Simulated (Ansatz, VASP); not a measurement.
Given: the input of a run of VASP 6.6.1 on BN.

File INCAR:

```
SYSTEM = BN
PREC = Accurate ; ENCUT = 520
EDIFF = 1E-6 ; ISMEAR = -1
SIGMA = 0.05 ; LREAL = .FALSE.
LASPH = .TRUE. ; NELM = 100
ALGO = Normal ; ISIF = 2
LWAVE = .FALSE. ; LCHARG = .FALSE.
NBANDS = 11
```

KPOINTS

```
Automatic mesh
0
G
  13 13 13
  0 0 0
```

Contents of POSCAR:

```
BN
1.0
    0.0000000000      3.4239628326      2.1218728889
    1.2260814184      0.0000000000      2.1218728889
    1.2260814184      3.4239628326      0.0000000000
N B
1 1
Direct
    0.6666513400      0.6666513400      0.3333486600
    0.0000486500      0.0000486500      0.9999513500
```

Potentials or basis: VASP PAW LDA potentials, release 64 (N, B).

Run with:

```sh
$ cat potpaw_LDA.64/N/POTCAR potpaw_LDA.64/B/POTCAR > POTCAR
$ mpirun -np 1 vasp_std > vasp.out
```

Translate it to Ansatz 0.2.0. Potentials there: all-electron LAPW, scalar-relativistic.

As run (the cutoff follows the program's own potentials):

input.yaml

```yaml
crystal:
  lattice:
    - [0.0, 3.4239628326, 2.1218728889]
    - [1.2260814184, 0.0, 2.1218728889]
    - [1.2260814184, 3.4239628326, 0.0]
  atoms:
    - { symbol: "N", position: [0.66665134, 0.66665134, 0.33334866] }
    - { symbol: B, position: [4.865e-05, 4.865e-05, 0.99995135] }
kpoints:
  mp_grid: { grid: [13, 13, 13] }
scf:
  occupations: { method: fermi_dirac, width: 0.05 }
hamiltonian:
  xc: lda
  pseudopotentials: { kind: all_electron, lapw: { basis_error: 0.001 } }
output:
  forces: true
  stress: true
  eigenvalues: true
```

Potentials or basis: all-electron LAPW, scalar-relativistic.

The run is started by

```sh
$ ansatz run input.yaml --threads 1 --pin off --max-ram 3072MiB --backend cpu --events-out ev --progress --plain --runs-dir out
```

Both were run:

|  | VASP | Ansatz | Ansatz less VASP |
| --- | --- | --- | --- |
| gap on the k mesh at the Fermi level (eV) | 3.72 | 3.73 | +0.011 |
| least direct gap on the mesh (eV) | 4.65 | 4.66 | +0.007 |
| pressure (GPa) | 11.8 | 11.4 | -0.32 |
| traceless stress, the component that is largest in VASP (GPa) | -12.85 | -12.36 | +0.489 |
| rms of the force components (eV/Å) | 0.008 | 0.008 | -0.0001 |

LDA's correlation is that of Perdew and Zunger in VASP and of Perdew and Wang (1992) in Ansatz. Atom by atom the forces differ by 0.000 eV/Å (rms over components). Ansatz ran all-electron here, and VASP with PAW potentials.
